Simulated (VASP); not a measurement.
Runs of VASP 6.6.1 on Sn2SeS3. The structure is that of space group I4/mmm (No. 139), or close to it. The cells are those of the table. 

| task | cell | k mesh | cutoff (eV) | gap on the mesh (eV) | pressure (GPa) | largest force (eV/Å) |
| --- | --- | --- | --- | --- | --- | --- |
| single point | a = 6.352 Å, angles 125.9, 125.9, 80.1°, 6 atoms | 4 × 4 × 4 | 520 | none | 0.0 | 0.02 |
| single point | a = 6.203 Å, angles 124.1, 124.1, 83.1°, 6 atoms | 4 × 4 × 4 | 520 | none | (a) | 4.27 |
| single point | a = 6.346 Å, angles 125.9, 125.9, 80.1°, 6 atoms | 10 × 10 × 10 | 520 | none | -0.1 | 0.01 |
| relaxation of cell and atoms | relaxed from a = 6.203 Å, angles 124.1, 124.1, 83.1°, 6 atoms | 4 × 4 × 4 | 600 | none | 0.0 | 0.01 |

Alike in all rows: level PBE; potentials or basis VASP PAW PBE potentials, release 64 (Sn_d, Se, S); no spin polarisation; smearing gaussian 0.1 eV.

Problem. Fill in the values left out.

Solution. (a) 5.4.

Caveats: some runs use coarse meshes; spin-orbit coupling is left out, which moves the levels of the heavy elements; forces of over 1 eV/Å act on the atoms, so gaps and moduli don't describe the material at rest (some runs).

A k mesh can miss the band edges, and the runs leave out spin-orbit coupling on Se, Sn.

A gap of «none» marks levels without a gap at the run's occupations.
